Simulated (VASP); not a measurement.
Write the native input for VASP 6.6.1 that does the following.

- Task: single point
- Functional: PBE
- Potentials or basis: VASP PAW PBE potentials, release 64 (Si, O)
- Cutoff: 520 eV
- k mesh: 6 × 6 × 6
- Occupations: gaussian, width 0.1 eV
- Spin: no spin polarisation
- Dipole correction: no
- Further INCAR settings: ALGO = Normal; EDIFF = 1e-06; NBANDS = 25

The structure of SiO2 lies in POSCAR:

```
SiO2
1.0
   -2.8383798263      2.8383798263      2.6118444234
    2.8383798263     -2.8383798263      2.6118444234
    2.8383798263      2.8383798263     -2.6118444234
Si O
2 4
Direct
    0.0000000000      0.0000000000      0.0000000000
    0.5000000000      0.5000000000      0.0000000000
    0.0000000000      0.2885232529      0.2885232529
    0.0000000000      0.7114767471      0.7114767471
    0.2885232529      0.0000000000      0.2885232529
    0.7114767471      0.0000000000      0.7114767471
```

One way to write it, as run:

INCAR

```
SYSTEM = SiO2
PREC = Accurate ; ENCUT = 520
EDIFF = 1E-6 ; ISMEAR = 0
SIGMA = 0.1 ; LREAL = .False.
LASPH = .True. ; NELM = 80
ALGO = Normal ; ISIF = 2
LWAVE = .False. ; LCHARG = .False.
GGA = PE ; NBANDS = 25
```

KPOINTS

```
Automatic mesh
0
Gamma
  6 6 6
  0 0 0
```

Potentials or basis: VASP PAW PBE potentials, release 64 (Si, O).

The run is started by

```console
$ cat potpaw_PBE.64/Si/POTCAR potpaw_PBE.64/O/POTCAR > POTCAR
$ mpirun -np 1 vasp_std > vasp.out
```

Results of the run:

```
Pressure               : 0.2 GPa
Largest force          : 0.101 eV/Å
Band gap on the k mesh : zero (band 16 reaches 1.55 eV, above the bottom of band 17 at 1.54 eV)
```

It took 62 s on 1 thread of AMD EPYC 7R43 64-Core Processor (Zen 3), with other jobs on the host, peak memory 0.18 GiB.
